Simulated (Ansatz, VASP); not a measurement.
## One calculation of Na, two programs

INCAR

```
SYSTEM = Na
PREC     = Accurate       ! precision mode
ENCUT    = 400            ! plane-wave cutoff, eV
EDIFF    = 1E-8           ! SCF threshold, eV
ISMEAR   = -1             ! smearing method
SIGMA    = 0.05           ! smearing width, eV
LREAL    = .False.        ! projectors in reciprocal space
LASPH    = .True.         ! aspherical terms in the spheres
NELM     = 120            ! most SCF steps
ALGO     = Normal         ! electronic algorithm
ISIF     = 2              ! what is computed and relaxed
LWAVE    = .False.        ! write WAVECAR
LCHARG   = .False.        ! write CHGCAR
GGA      = PE             ! functional
LEFG     = .True.       
NBANDS   = 10             ! bands
GGA_COMPAT= .False.
```

KPOINTS

```
Automatic mesh
0
Gamma
  12 12 12
  0 0 0
```

File POSCAR:

```
Na
1.0
   -2.1245349354      2.1245349354      2.1245349354
    2.1245349354     -2.1245349354      2.1245349354
    2.1245349354      2.1245349354     -2.1245349354
Na
1
Direct
    0.0000000000      0.0000000000      0.0000000000
```

Input for Ansatz:

```yaml
crystal:
  lattice:
    - [-2.1245349354, 2.1245349354, 2.1245349354]
    - [2.1245349354, -2.1245349354, 2.1245349354]
    - [2.1245349354, 2.1245349354, -2.1245349354]
  atoms:
    - { symbol: Na, position: [0.0, 0.0, 0.0] }
kpoints:
  mp_grid: { grid: [12, 12, 12] }
scf:
  occupations: { method: fermi_dirac, width: 0.05 }
hamiltonian:
  xc: pbe
  pseudopotentials: { kind: all_electron, datasets: crystal }
output:
  forces: true
  stress: true
  eigenvalues: true
  efg: { contact_densities: true }
```

Change from the starting cell: volume scaled by 1.01, crystal datasets.

Alike in both runs: task electric field gradients; functional PBE; k mesh 12 × 12 × 12; occupations fermi-dirac, width 0.05 eV; no spin polarisation.

```csv
,VASP,Ansatz
version,VASP 6.6.1,Ansatz 0.2.0
potentials or method,"VASP PAW PBE potentials, release 64 (Na_pv), cutoff 400 eV","all-electron PAW with datasets made for the crystal, scalar-relativistic"
```

|  | VASP | Ansatz | Ansatz less VASP |
| --- | --- | --- | --- |
| pressure (GPa) | -0.4 | -0.3 | +0.18 |

Ansatz ran all-electron here, and VASP with PAW potentials.
